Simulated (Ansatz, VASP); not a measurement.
# Two plane-wave programs on Al

The input INCAR:

```
ALGO = Normal
EDIFF = 1E-6
ENCUT = 520
GGA = PS
ISIF = 2
ISMEAR = -1
LASPH = True
LCHARG = True
LELF = True
LREAL = False
LVHAR = True
LWAVE = False
NBANDS = 8
NELM = 100
PREC = Accurate
SIGMA = 0.05
```

Contents of KPOINTS:

```
k-points
0
Gamma
  10 10 10
```

POSCAR

```
Al
1.0
   -1.5991747834      1.5991747834      1.5912186900
    1.5991747834     -1.5991747834      1.5912186900
    1.5832625966      1.5832625966     -1.5912186900
Al
1
Direct
    0.0000000000      0.0000000000      0.0000000000
```

File input.yaml:

```yaml
crystal:
  lattice:
    - [-1.5991747834, 1.5991747834, 1.59121869]
    - [1.5991747834, -1.5991747834, 1.59121869]
    - [1.5832625966, 1.5832625966, -1.59121869]
  atoms:
    - { symbol: Al, position: [0.0, 0.0, 0.0] }
hamiltonian:
  xc: pbesol
  pseudopotentials: { kind: paw }
kpoints:
  mp_grid: { grid: [10, 10, 10] }
  band_path:
    path:
      - [[0.0, 0.0, 0.0], [0.0, 0.0, 0.5], [-0.5, 0.5, 0.5], [-0.5, 0.5, 0.0], [0.0, 0.0, 0.0], [-0.5000187508, -0.5000187508, 0.5000187508], [-0.247499875, -0.247499875, 0.747499875], [0.0, 0.0, 0.5]]
      - [[-0.5000187508, -0.5000187508, 0.5000187508], [-0.752500125, 0.247499875, 0.252500125], [-0.5, 0.5, 0.0]]
      - [[-0.5, 0.0, 0.5], [0.0, 0.0, 0.0]]
    npoints: 14
scf:
  occupations: { method: fermi_dirac, width: 0.05 }
  n_extra_bands: 6
output:
  forces: true
  stress: true
  eigenvalues: true
  fatbands: false
  write_density: true
  write_potential: true
  elf: true
  volumetric_format: npy
```

Alike in both runs: functional PBEsol; k mesh 10 × 10 × 10; occupations fermi-dirac, width 0.05 eV; no spin polarisation.

|  | VASP | Ansatz |
| --- | --- | --- |
| version | VASP 6.6.1 | Ansatz 0.2.0 |
| potentials or method | VASP PAW PBE potentials, release 64 (Al) | Ansatz PAW |
| plane-wave cutoff (eV) | 520 | 420 |
| valence electrons in the cell | 3 | 3 |
| task | single point | band structure |

Ansatz gave:

| Property | Result |
| --- | --- |
| gap on the k mesh at the Fermi level (eV) | none |
| pressure (GPa) | 2.8 |
| traceless stress, the component that is largest in VASP (GPa) | 1.29 |

Which values does VASP return?

gap on the k mesh at the Fermi level (eV): none; pressure (GPa): 2.8; traceless stress, the component that is largest in VASP (GPa): 1.30.

VASP's potentials were made for PBE, not for PBEsol. A gap of «none» marks a metal or a gap that the smearing closes.
